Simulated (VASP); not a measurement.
## SnTe3: single point with PBE

SnTe3:

```
Sn Te
1.0
     0.00000    3.86122    3.86122
     3.86122    0.00000    3.86122
     3.86122    3.86122    0.00000
Sn Te
1 3
Direct
  0.00000 0.00000 0.00000
  0.25000 0.25000 0.25000
  0.75000 0.75000 0.75000
  0.50000 0.50000 0.50000
```

- Program: VASP 6.6.1
- Task: single point
- Functional: PBE
- Potentials or basis: VASP PAW PBE potentials, release 64 (Sn_d, Te)
- Cutoff: 520 eV
- k mesh: 1 × 1 × 1
- Occupations: gaussian, width 0.1 eV
- Spin: no spin polarisation
- Dipole correction: no
- Further INCAR settings: ALGO = Normal; EDIFF = 1e-06; NBANDS = 24

```yaml
Pressure: -2.8 GPa
```

Levels at points of the mesh, in eV from the Fermi level:
```csv
k point,band 11,band 12,band 13,band 14,band 15,band 16,band 17,band 18,band 19,band 20
"(0.00, 0.00, 0.00)",-1.18,-1.18,-0.60,-0.60,-0.60,0.03,0.03,0.03,5.29,5.29
```

Wall time 7.6 s on 1 thread of Intel(R) Xeon(R) 6975P-C (Granite Rapids) (shared host), peak memory 0.23 GiB.

Caveat: the k points lie up to 1.41 Å⁻¹ apart; this odd mesh misses L, where the gap lies, so gap, dielectric constants and Born charges aren't listed; spin-orbit coupling is left out, which moves the levels of the heavy elements.
